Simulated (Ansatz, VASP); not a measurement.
# Two plane-wave programs on KCl

File INCAR:

```
PREC = Accurate
ENCUT = 400
EDIFF = 1E-8
ISMEAR = -1
SIGMA = 0.025
LREAL = False
LASPH = True
NELM = 120
ALGO = Normal
ISIF = 2
LWAVE = False
LCHARG = False
GGA = PE
ALDAC = 0.0
AGGAC = 0.0
LEFG = True
NBANDS = 15
GGA_COMPAT = False
```

File KPOINTS:

```
regular mesh
0
Gamma
  7 7 7
```

The input POSCAR:

```
KCl
1.0
    0.0000000000      3.3894320600      3.3894320600
    3.3894320600      0.0000000000      3.3894320600
    3.3894320600      3.3894320600      0.0000000000
K Cl
1 1
Direct
    0.0000000000      0.0000000000      0.0000000000
    0.5000000000      0.5000000000      0.5000000000
```

input.yaml

```yaml
crystal:
  lattice: { a: 6.77886412, b: 6.77886412, c: 6.77886412, alpha: 90.0, beta: 90.0, gamma: 90.0 }
  space_group: 225
  reduce_to_primitive: true
  atoms:
    - { symbol: K, wyckoff: "4a", position: [0.0, 0.0, 0.0] }
    - { symbol: Cl, wyckoff: "4b", position: [0.5, 0.0, 0.0] }
hamiltonian:
  xc: { exchange: pbe, correlation: none }
  pseudopotentials: { kind: paw, source: jth }
kpoints:
  mp_grid: { grid: [7, 7, 7] }
scf:
  occupations: { method: fermi_dirac, width: 0.025 }
output:
  forces: true
  stress: true
  eigenvalues: true
  efg: {}
```

Change from the starting cell: volume scaled by 1.25.

Alike in both runs: task electric field gradients; functional PBE exchange alone; k mesh 7 × 7 × 7; occupations fermi-dirac, width 0.025 eV; no spin polarisation.

```csv
,VASP,Ansatz
version,VASP 6.6.1,Ansatz 0.2.0
potentials or method,"VASP PAW PBE potentials, release 64 (K_sv, Cl)",JTH PAW
plane-wave cutoff (eV),400,930
valence electrons in the cell,16,16
```

Ansatz gave:

```
gap on the k mesh at the Fermi level (eV) : 4.32
least direct gap on the mesh (eV)         : 4.32
pressure (GPa)                            : -0.1
```

Q: What did VASP give for the same quantities?

A: gap on the k mesh at the Fermi level (eV): 4.32; least direct gap on the mesh (eV): 4.32; pressure (GPa): -0.2.

VASP's potentials were made for PBE, not for PBE exchange alone. The functional is the same, so the differences come from potentials, cutoffs and numerics.

Noted on Ansatz's run: odd divisions of the mesh miss points on the zone boundary, where band edges often lie, so the gap on the mesh can be too wide.
